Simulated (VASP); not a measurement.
# NiGe (Pmc2_1) in VASP: notebook, part 2 of 2

VASP 6.6.1. Earlier steps stand in the parts before.

### 4 Single point, PBEsol (all Ni atoms moved +0.025 Å, as atom 1 along Cartesian [1 0 0])

Contents of INCAR:

```
  PREC = Accurate
  ENCUT = 520
  EDIFF = 1E-7
  ISMEAR = 0
  SIGMA = 0.15
  LREAL = F
  LASPH = T
  NELM = 100
  ALGO = Fast
  ISIF = 2
  LWAVE = F
  LCHARG = F
  GGA = PS
  NBANDS = 58
```

Contents of KPOINTS:

```
Automatic mesh
0
Gamma
  8 12 8
```

Contents of POSCAR:

```
NiGe
1.0
    5.3107947876      0.0000000000      0.0000000000
    0.0000000000      3.4400167648      0.0000000000
    0.0000000000      0.0000000000      5.7392574988
Ni Ge
4 4
Direct
    0.9976939271      0.7500000000      0.1888713156
    0.0117208595      0.2500000000      0.8111286844
    0.5117208595      0.2500000000      0.6888713156
    0.4976939271      0.7500000000      0.3111286844
    0.8116425502      0.7500000000      0.5883967035
    0.1883574498      0.2500000000      0.4116032965
    0.6883574498      0.2500000000      0.0883967035
    0.3116425502      0.7500000000      0.9116032965
```

Potentials or basis: VASP PAW PBE potentials, release 64 (Ni, Ge_d).

Run with:

```console
cat potpaw_PBE.64/Ni/POTCAR potpaw_PBE.64/Ge_d/POTCAR > POTCAR
mpirun -np 1 vasp_std > vasp.out
```

OUTCAR:

```text
PREC = Accurate
   ENCUT = 520
   EDIFF = 1E-7
   ISMEAR = 0
   LREAL = F
   LASPH = T
   NELM = 100
   ISIF = 2
   GGA = PS

 ion  position               nearest neighbor table
   1  0.998  0.750  0.189-   8 2.30   6 2.37   6 2.37   7 2.45   7 2.45   5 2.50   4 2.75   4 2.75
                             2 2.77   2 2.77
   2  0.012  0.250  0.811-   7 2.34   5 2.39   5 2.39   8 2.41   8 2.41   6 2.48   3 2.75   3 2.75
                             1 2.77   1 2.77
   3  0.512  0.250  0.689-   6 2.34   8 2.39   8 2.39   5 2.41   5 2.41   7 2.48   2 2.75   2 2.75
                             4 2.77   4 2.77
   4  0.498  0.750  0.311-   5 2.30   7 2.37   7 2.37   6 2.45   6 2.45   8 2.50   1 2.75   1 2.75
                             3 2.77   3 2.77
   5  0.812  0.750  0.588-   4 2.30   2 2.39   2 2.39   3 2.41   3 2.41   1 2.50   6 2.83   6 2.83

   6  0.188  0.250  0.412-   3 2.34   1 2.37   1 2.37   4 2.45   4 2.45   2 2.48   5 2.83   5 2.83

   7  0.688  0.250  0.088-   2 2.34   4 2.37   4 2.37   1 2.45   1 2.45   3 2.48   8 2.83   8 2.83

   8  0.312  0.750  0.912-   1 2.30   3 2.39   3 2.39   2 2.41   2 2.41   4 2.50   7 2.83   7 2.83

  LATTYP: Found a simple orthorhombic cell.
 ALAT       =     3.4400167648
 B/A-ratio  =     1.5438281702
 C/A-ratio  =     1.6683806770

  Lattice vectors:

 A1 = (   0.0000000000,  -3.4400167648,   0.0000000000)
 A2 = (   5.3107947876,   0.0000000000,   0.0000000000)
 A3 = (   0.0000000000,   0.0000000000,   5.7392574988)

Analysis of symmetry for initial positions (statically):
=====================================================================
 Subroutine PRICEL returns:
 Original cell was already a primitive cell.

 Routine SETGRP: Setting up the symmetry group for a
 simple orthorhombic supercell.

 Subroutine GETGRP returns: Found  4 space group operations
 (whereof  1 operations were pure point group operations)
 out of a pool of  8 trial point group operations.

The static configuration has the point symmetry C_1 .
 The point group associated with its full space group is C_2v.

Analysis of symmetry for dynamics (positions and initial velocities):
=====================================================================
 Subroutine PRICEL returns:
 Original cell was already a primitive cell.

 Routine SETGRP: Setting up the symmetry group for a
 simple orthorhombic supercell.

 Subroutine GETGRP returns: Found  4 space group operations
 (whereof  1 operations were pure point group operations)
 out of a pool of  8 trial point group operations.

The dynamic configuration has the point symmetry C_1 .
 The point group associated with its full space group is C_2v.

 Subroutine INISYM returns: Found  4 space group operations
 (whereof  1 operations are pure point group operations),
 and found     1 'primitive' translations

----------------------------------------------------------------------------------------

                                     Primitive cell

  volume of cell :     104.8518

  direct lattice vectors                    reciprocal lattice vectors
     5.310794788  0.000000000  0.000000000     0.188295734  0.000000000  0.000000000
     0.000000000  3.440016765  0.000000000     0.000000000  0.290696258  0.000000000
[... 77 lines left out ...]
  0.375000  0.333333  0.000000      4.000000
 [... further k-points ...]
   k-points           NKPTS =    175   k-points in BZ     NKDIM =    175   number of bands    NBANDS=     58
   number of dos      NEDOS =    301   number of ions     NIONS =      8
   total plane-waves  NPLWV =  53760
   dimension x,y,z NGX =    40 NGY =   28 NGZ =   48
   dimension x,y,z NGXF=    80 NGYF=   56 NGZF=   96
   ions per type =               4   4
   NGX,Y,Z   is equivalent  to a cutoff of  12.52, 13.53, 13.90 a.u.
   NGXF,Y,Z  is equivalent  to a cutoff of  25.04, 27.06, 27.81 a.u.
 SYSTEM =  unknown system
   PREC   = accura    normal or accurate (medium, high low for compatibility)
   ISTART =      0    job   : 0-new  1-cont  2-samecut
   ICHARG =      2    charge: 1-file 2-atom 10-const
   ISPIN  =      1    spin polarized calculation?
   LNONCOLLINEAR =      F non collinear calculations
   LSORBIT =      F    spin-orbit coupling
   LASPH  =      T    aspherical Exc in radial PAW
   ENCUT  =  520.0 eV  38.22 Ry    6.18 a.u.   9.87  6.40 10.67*2*pi/ulx,y,z
   NELM   =    100;   NELMIN=  2; NELMDL= -5     # of ELM steps
   EDIFF  = 0.1E-06   stopping-criterion for ELM
   LREAL  =      F    real-space projection
   EDIFFG = 0.1E-05   stopping-criterion for IOM
   NSW    =      0    number of steps for IOM
   IBRION =     -1    ionic relax: 0-MD 1-quasi-New 2-CG
   NFREE  =      0    steps in history (QN), initial steepest desc. (CG)
   ISIF   =      2    stress and relaxation
   ISYM   =      2    0-nonsym 1-usesym 2-fastsym
   POTIM  = 0.5000    time-step for ionic-motion
   TEBEG  =    0.0;   TEEND  =   0.0 temperature during run
   PSTRESS=    0.0 pullay stress
   NELECT =      96.0000    total number of electrons
   NUPDOWN=      -1.0000    fix difference up-down
   EMIN   =  10.00;   EMAX   =-10.00  energy-range for DOS
   EFERMI =   0.00;   METHOD = LEGACY
   ISMEAR =     0;   SIGMA  =   0.15  broadening in eV -4-tet -1-fermi 0-gaus
   EFERMI_NEDOS =   21; number of points for ismear=-14 and -15
   IALGO  =     68    algorithm
   IMIX   =      4    mixing-type and parameters
     AMIX     =   0.40;   BMIX     =  1.00
     AMIX_MAG =   1.60;   BMIX_MAG =  1.00
  volume/ion in A,a.u.               =      13.11        88.45
  Fermi-wavevector in a.u.,A,eV,Ry     =   1.589669  3.004038 34.382560  2.527047
  Thomas-Fermi vector in A             =   2.688483
   LORBIT       =      0    0 simple, 1 ext, 2 COOP (PROOUT), +10 PAW based schemes
   GGA     = PS    functional components
   LHFCALC =     F    Hartree Fock is set to
   AEXX    =    0.0000 exact exchange contribution
   IVDW    =     0    specifies the selected vdW correction
   LEPSILON=     F    determine dielectric tensor
   LRPA    =     F    only Hartree local field effects (RPA)
 non-spin polarized calculation
 RMM-DIIS sequential band-by-band and
 Gauss-broadening in eV      SIGMA  =   0.15
  energy-cutoff  :      520.00
  volume of cell :      104.85
 maximum number of plane-waves:      2848
 NGX is ok and might be reduce to    40
   NGX = 19   NGY = 13   NGZ = 21

 number of electron      95.9999975 magnetization

 Free energy of the ion-electron system (eV)
  ---------------------------------------------------
  ext. energy  EPLUGINS =         0.00000000
  ---------------------------------------------------
  free energy    TOTEN  =       -47.28752698 eV

  energy without entropy =      -47.26101406  energy(sigma->0) =      -47.27427052

 E-fermi :   9.0725     XC(G=0): -12.8250

 val. band max:        9.0703654256   @ k =   0.1250   0.2500   0.2500
 cond. band min:       9.0865443332   @ k =   0.3750   0.1667   0.0000
 fundamental gap:      0.0161789076
 Fermi energy:         9.0725375349

 k-point     1 :       0.0000    0.0000    0.0000
  band No.  band energies     occupation
      1     -15.5601      2.00000
      2     -15.5458      2.00000
      3     -15.5380      2.00000
      4     -15.5353      2.00000
      5     -15.5193      2.00000
      6     -15.4977      2.00000
[... 1453 lines left out ...]
     57      15.4124      0.00000
     58      16.3771      0.00000

 [... further k-points ...]

------------------------ aborting loop because EDIFF is reached ----------------------------------------

  FORCE on cell =-STRESS in cart. coord.  units (eV):
  Direction    XX          YY          ZZ          XY          YZ          ZX
  --------------------------------------------------------------------------------------
  -------------------------------------------------------------------------------------
  Total        0.1698452      0.1855519      0.0976448      0.0000000      0.0000000      0.0000000
  in kB        2.5953027      2.8353077      1.4920516      0.0000000      0.0000000      0.0000000
  external PRESSURE =       2.3075540 kB  Pullay stress =       0.0000000 kB

 VOLUME and BASIS-vectors are now :
 -----------------------------------------------------------------------------
  energy-cutoff  :      520.00
  volume of cell :      104.85
      direct lattice vectors                 reciprocal lattice vectors
     5.310794788  0.000000000  0.000000000     0.188295734  0.000000000  0.000000000
     0.000000000  3.440016765  0.000000000     0.000000000  0.290696258  0.000000000
     0.000000000  0.000000000  5.739257499     0.000000000  0.000000000  0.174238567

 POSITION                                       TOTAL-FORCE (eV/Angst)
 -----------------------------------------------------------------------------------
      5.29855      2.58001      1.08398        -0.186270      0.000000      0.028930
      0.06225      0.86000      4.65528        -0.172162     -0.000000      0.006638
      2.71764      0.86000      3.95361        -0.172162     -0.000000     -0.006638
      2.64315      2.58001      1.78565        -0.186270      0.000000     -0.028930
      4.31047      2.58001      3.37696         0.170569     -0.000000      0.079921
      1.00033      0.86000      2.36230         0.187864     -0.000000      0.065869
      3.65573      0.86000      0.50733         0.187864     -0.000000     -0.065869
      1.65507      2.58001      5.23193         0.170569     -0.000000     -0.079921
 -----------------------------------------------------------------------------------
    total drift:                               -0.001385     -0.000000     -0.000017

  FREE ENERGIE OF THE ION-ELECTRON SYSTEM (eV)
  ---------------------------------------------------
  free  energy   TOTEN  =       -47.2875269803 eV

  energy  without entropy=      -47.2610140591  energy(sigma->0) =      -47.27427052
```

Wall time 40 min (1 thread of Oxide Virtual Turin-like, shared host); peak memory 0.77 GiB.

Results:

```yaml
Free_energy: -47.2875 eV
Pressure: 0.2 GPa
Largest_force: 0.199 eV/Å
Band_gap_on_the_k_mesh: zero (bands 48 and 49 overlap by 1.74 eV)
```

Forces on the atoms (eV/Å):
```
Ni  -0.186  0.000  0.029
Ni  -0.172  0.000  0.007
Ni  -0.172  0.000 -0.007
Ni  -0.186  0.000 -0.029
Ge   0.171  0.000  0.080
Ge   0.188  0.000  0.066
Ge   0.188  0.000 -0.066
Ge   0.171  0.000 -0.080
```

Levels at points of the mesh, in eV from the Fermi level:
| k point | band 45 | band 46 | band 47 | band 48 | band 49 | band 50 | band 51 | band 52 |
| --- | --- | --- | --- | --- | --- | --- | --- | --- |
| (0.00, 0.00, 0.00) | -1.67 | -1.09 | -0.97 | -0.88 | 0.70 | 0.80 | 3.99 | 4.08 |
| (0.50, 0.00, 0.00) | -1.63 | -1.63 | 0.78 | 0.78 | 1.46 | 1.46 | 3.19 | 3.19 |
| (0.00, 0.50, 0.00) | -1.66 | -1.66 | -1.30 | -1.24 | -0.54 | -0.54 | 2.03 | 2.04 |
| (0.50, 0.50, 0.00) | -1.44 | -1.44 | -1.44 | -1.44 | 0.33 | 0.33 | 0.33 | 0.33 |
| (0.00, 0.00, 0.50) | -1.28 | -1.28 | -0.20 | -0.19 | 1.08 | 1.10 | 2.69 | 2.71 |
| (0.50, 0.00, 0.50) | -0.96 | -0.96 | 0.71 | 0.71 | 2.58 | 2.58 | 2.62 | 2.62 |
| (0.00, 0.50, 0.50) | -1.70 | -1.70 | -1.55 | -1.55 | 0.39 | 0.40 | 0.71 | 0.72 |
| (0.50, 0.50, 0.50) | -1.62 | -1.62 | -1.62 | -1.62 | 2.55 | 2.55 | 2.55 | 2.55 |

Caveat: the cell differs from its parent crystal (all Ni atoms moved +0.025 Å, as atom 1 along Cartesian [1 0 0]); the PAW data sets were made with another functional, which shifts forces and pressure a little.

### 5 Summary

```tsv
cell	further INCAR settings	gap on the mesh (eV)	pressure (GPa)	largest force (eV/Å)
as given, atomic positions A	ALGO = Fast; EDIFF = 1e-06; NBANDS = 58	none	0.2	0.11
as given, atomic positions B	ALGO = Fast; EDIFF = 1e-07; NBANDS = 58	none	0.5	0.50
as given, atomic positions C	ALGO = Fast; EDIFF = 1e-07; NBANDS = 58	none	0.2	0.20
```

Alike in all rows: task single point; level PBEsol; potentials or basis VASP PAW PBE potentials, release 64 (Ni, Ge_d); no spin polarisation; k mesh 8 × 12 × 8; cutoff (eV) 520; smearing gaussian 0.15 eV.

Caveats: the PAW data sets were made with another functional, which shifts forces and pressure a little.

Total energies depend on the potentials used, so only differences within one code and one set of settings carry meaning.
